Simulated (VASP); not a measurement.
# Na (P6_3/mmc) in VASP: a series of runs, part 2 of 2

VASP 6.6.1.

## 4. Electric field gradients, LDA (equal xx and yy strain of +2 %)

The input, INCAR:

```
PREC = Accurate
ENCUT = 520
EDIFF = 1E-8
ISMEAR = -1
SIGMA = 0.05
LREAL = F
LASPH = T
NELM = 100
ALGO = Normal
ISIF = 2
LWAVE = F
LCHARG = F
GGA = CA
LEFG = T
NBANDS = 14
```

The input, KPOINTS:

```
Automatic mesh
0
Gamma
  11 11 6
```

The input, POSCAR:

```
Na
1.0
    3.8423410176      0.0000000000      0.0000000000
   -1.9211705088      3.3275649312      0.0000000000
    0.0000000000      0.0000000000      6.1540000000
Na
2
Direct
    0.3333333333      0.6666666667      0.2500000000
    0.6666666667      0.3333333333      0.7500000000
```

Potentials or basis: VASP PAW LDA potentials, release 64 (Na_pv).

Launch:

```console
$ cat potpaw_LDA.64/Na_pv/POTCAR > POTCAR
$ mpirun -np 1 vasp_std > vasp.out
```

OUTCAR:

```text
PREC = Accurate
   ENCUT = 520
   EDIFF = 1E-8
   ISMEAR = -1
   LREAL = F
   LASPH = T
   NELM = 100
   ISIF = 2
   GGA = CA

 ion  position               nearest neighbor table
   1  0.333  0.667  0.250-
   2  0.667  0.333  0.750-

  LATTYP: Found a hexagonal cell.
 ALAT       =     3.8423410176
 C/A-ratio  =     1.6016277503

  Lattice vectors:

 A1 = (   3.8423410176,   0.0000000000,   0.0000000000)
 A2 = (  -1.9211705088,   3.3275649312,   0.0000000000)
 A3 = (   0.0000000000,   0.0000000000,   6.1540000000)

Analysis of symmetry for initial positions (statically):
=====================================================================
 Subroutine PRICEL returns:
 Original cell was already a primitive cell.

 Routine SETGRP: Setting up the symmetry group for a
 hexagonal supercell.

 Subroutine GETGRP returns: Found 24 space group operations
 (whereof 12 operations were pure point group operations)
 out of a pool of 24 trial point group operations.

The static configuration has the point symmetry D_3d.
 The point group associated with its full space group is D_6h.

Analysis of symmetry for dynamics (positions and initial velocities):
=====================================================================
 Subroutine PRICEL returns:
 Original cell was already a primitive cell.

 Routine SETGRP: Setting up the symmetry group for a
 hexagonal supercell.

 Subroutine GETGRP returns: Found 24 space group operations
 (whereof 12 operations were pure point group operations)
 out of a pool of 24 trial point group operations.

The dynamic configuration has the point symmetry D_3d.
 The point group associated with its full space group is D_6h.

 Subroutine INISYM returns: Found 24 space group operations
 (whereof 12 operations are pure point group operations),
 and found     1 'primitive' translations

----------------------------------------------------------------------------------------

                                     Primitive cell

  volume of cell :      78.6828

  direct lattice vectors                    reciprocal lattice vectors
     3.842341018  0.000000000  0.000000000     0.260258003  0.150260028  0.000000000
    -1.921170509  3.327564931  0.000000000     0.000000000  0.300520056  0.000000000
     0.000000000  0.000000000  6.154000000     0.000000000  0.000000000  0.162495938

  length of vectors
     3.842341018  3.842341018  6.154000000     0.300520056  0.300520056  0.162495938

  position of ions in fractional coordinates (direct lattice)
     0.333333333  0.666666667  0.250000000
     0.666666667  0.333333333  0.750000000

  ion indices of the primitive-cell ions
   primitive index   ion index
                 1           1
                 2           2

----------------------------------------------------------------------------------------

 KPOINTS: Automatic mesh

Automatic generation of k-mesh.
 Grid dimensions read from file:
 generate k-points for:   11   11    6

 Generating k-lattice:

[... 74 lines left out ...]
   EMIN   =  10.00;   EMAX   =-10.00  energy-range for DOS
   EFERMI =   0.00;   METHOD = LEGACY
   ISMEAR =    -1;   SIGMA  =   0.05  broadening in eV -4-tet -1-fermi 0-gaus
   EFERMI_NEDOS =   21; number of points for ismear=-14 and -15
   IALGO  =     38    algorithm
   IMIX   =      4    mixing-type and parameters
     AMIX     =   0.40;   BMIX     =  1.00
     AMIX_MAG =   1.60;   BMIX_MAG =  1.00
  volume/ion in A,a.u.               =      39.34       265.49
  Fermi-wavevector in a.u.,A,eV,Ry     =   0.920784  1.740029 11.535594  0.847842
  Thomas-Fermi vector in A             =   2.046127
   LORBIT       =      0    0 simple, 1 ext, 2 COOP (PROOUT), +10 PAW based schemes
   GGA     = CA    functional components
   LHFCALC =     F    Hartree Fock is set to
   AEXX    =    0.0000 exact exchange contribution
   IVDW    =     0    specifies the selected vdW correction
   LEPSILON=     F    determine dielectric tensor
   LRPA    =     F    only Hartree local field effects (RPA)
 non-spin polarized calculation
  energy-cutoff  :      520.00
  volume of cell :       78.68
 maximum number of plane-waves:      2139
 NGX is ok and might be reduce to    30
   NGX = 15   NGY = 15   NGZ = 23

 number of electron      13.9999992 magnetization

 Free energy of the ion-electron system (eV)
  ---------------------------------------------------
  ext. energy  EPLUGINS =         0.00000000
  ---------------------------------------------------
  free energy    TOTEN  =        -2.85951331 eV

  energy without entropy =       -2.84753526  energy(sigma->0) =       -2.85352428

 E-fermi :   0.0200     XC(G=0):  -6.5632

 val. band max:       -0.0048448406   @ k =   0.3636   0.1818   0.0000
 cond. band min:       0.0559101806   @ k =   0.1818   0.0000   0.1667
 fundamental gap:      0.0607550212
 Fermi energy:         0.0200078655

 k-point     1 :       0.0000    0.0000    0.0000
  band No.  band energies     occupation
      1     -25.0192      2.00000
      2     -24.9938      2.00000
      3     -24.9938      2.00000
      4     -24.9893      2.00000
      5     -24.9893      2.00000
      6     -24.9890      2.00000
      7      -3.1595      2.00000
      8       0.6595      0.00001
      9       0.9726      0.00000
     10       9.4729      0.00000
     11       9.4729      0.00000
     12       9.6691      0.00000
     13       9.6691      0.00000
     14      10.1574      0.00000
[... 377 lines left out ...]
      1     -25.0135      2.00000
      2     -25.0018      2.00000
      3     -25.0006      2.00000
      4     -24.9964      2.00000
      5     -24.9920      2.00000
      6     -24.9915      2.00000
      7      -2.2418      2.00000
      8       0.3822      0.00143
      9       2.9282      0.00000
     10       5.0146      0.00000
     11       6.1449      0.00000
     12       7.4854      0.00000
     13       8.5555      0.00000
     14       9.4665      0.00000

 [... further k-points ...]
[... 5 lines left out ...]
  --------------------------------------------------------------------------------------
  -------------------------------------------------------------------------------------
  Total       -0.5922161     -0.5922161     -0.4351382     -0.0000000      0.0000000      0.0000000
  in kB      -12.0589868    -12.0589868     -8.8604917     -0.0000000      0.0000000      0.0000000
  external PRESSURE =     -10.9928218 kB  Pullay stress =       0.0000000 kB

 VOLUME and BASIS-vectors are now :
 -----------------------------------------------------------------------------
  energy-cutoff  :      520.00
  volume of cell :       78.68
      direct lattice vectors                 reciprocal lattice vectors
     3.842341018  0.000000000  0.000000000     0.260258003  0.150260028  0.000000000
    -1.921170509  3.327564931  0.000000000     0.000000000  0.300520056  0.000000000
     0.000000000  0.000000000  6.154000000     0.000000000  0.000000000  0.162495938

 POSITION                                       TOTAL-FORCE (eV/Angst)
 -----------------------------------------------------------------------------------
     -0.00000      2.21838      1.53850         0.000000     -0.000000      0.000000
      1.92117      1.10919      4.61550        -0.000000      0.000000      0.000000
 -----------------------------------------------------------------------------------
    total drift:                                0.000000     -0.000000      0.000000

  FREE ENERGIE OF THE ION-ELECTRON SYSTEM (eV)
  ---------------------------------------------------
  free  energy   TOTEN  =        -2.8595133093 eV

  energy  without entropy=       -2.8475352565  energy(sigma->0) =       -2.85352428

 Electric field gradients (V/A^2)
---------------------------------------------------------------------
 ion       V_xx      V_yy      V_zz      V_xy      V_xz      V_yz
---------------------------------------------------------------------
   1       0.104     0.107    -0.211     0.003    -0.000     0.000
   2       0.104     0.107    -0.211     0.003     0.000    -0.000
---------------------------------------------------------------------

 Electric field gradients after diagonalization (V/A^2)
 (convention: |V_zz| > |V_xx| > |V_yy|)
----------------------------------------------------------------------
 ion       V_xx      V_yy      V_zz     asymmetry (V_yy - V_xx)/ V_zz
----------------------------------------------------------------------
   1       0.108     0.102    -0.211       0.030
   2       0.108     0.102    -0.211       0.030
----------------------------------------------------------------------

           NMR quadrupolar parameters

 Cq : quadrupolar parameter    Cq=e*Q*V_zz/h
 eta: asymmetry parameters     (V_yy - V_xx)/ V_zz
 Q  : nuclear electric quadrupole moment in mb (millibarn)
----------------------------------------------------------------------
 ion       Cq(MHz)       eta       Q (mb)
----------------------------------------------------------------------
   1      -0.001       0.030       1.000
   2      -0.001       0.030       1.000
----------------------------------------------------------------------
```

stdout:

```text
POSCAR found type information on POSCAR Na
 POSCAR found :  1 types and       2 ions
 scaLAPACK will be used
 LDA part: xc-table for (Slater(with rela. corr.)+CA(PZ))
 , standard interpolation
 POSCAR, INCAR and KPOINTS ok, starting setup
 FFT: planning ... GRIDC
 FFT: planning ... GRID_SOFT
 FFT: planning ... GRID
 WAVECAR not read
 entering main loop
ion   1

ion   2
```

It took 18 s on 1 thread of Intel Xeon 6975P-C (Granite Rapids), shared host; peak memory 0.18 GiB.

Results:

- Free energy: -2.8595 eV
- Pressure: -1.1 GPa
- Band gap on the k mesh: zero (band 7 reaches 1.72 eV, above the bottom of band 8 at -2.14 eV)

Stress tensor (GPa, compression positive):
```
-1.21  0.00  0.00
 0.00 -1.21  0.00
 0.00  0.00 -0.89
```

Caveat: the cell differs from its parent crystal (equal xx and yy strain of +2 %); without QUAD_EFG the Cq values of the log hold for a quadrupole moment of 1 mb, not for the nuclei.
